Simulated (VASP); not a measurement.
MgS, 32 atoms in the cell. The typed cell holds 32 atoms: a = 9.058 Å, b = 9.058 Å, c = 9.058 Å, α = 109.47°, β = 109.47°, γ = 109.47°. 

- Program: VASP 6.6.1
- Task: single point
- Functional: PBE
- Potentials or basis: VASP PAW PBE potentials, release 64 (Mg, S)
- Cutoff: 520 eV
- k mesh: 2 × 2 × 2, shifted
- Occupations: gaussian, width 0.02 eV
- Spin: no spin polarisation
- Dipole correction: no
- Further INCAR settings: LREAL = Auto; ALGO = Normal; EDIFF = 1e-06; NBANDS = 86

Potentials or basis: VASP PAW PBE potentials, release 64 (Mg, S).

Command:

```console
$ cat potpaw_PBE.64/Mg/POTCAR potpaw_PBE.64/S/POTCAR > POTCAR
$ mpirun -np 1 vasp_std > vasp.out
```

Hardware: 1 thread of Intel Xeon 8259CL, with other jobs on the host.

Q: How long does it take, and how much memory?

A: Wall time 9.6 min on 1 thread of Intel Xeon 8259CL, with other jobs on the host, peak memory 0.72 GiB. Counts: scf iterations 13, k points 4.
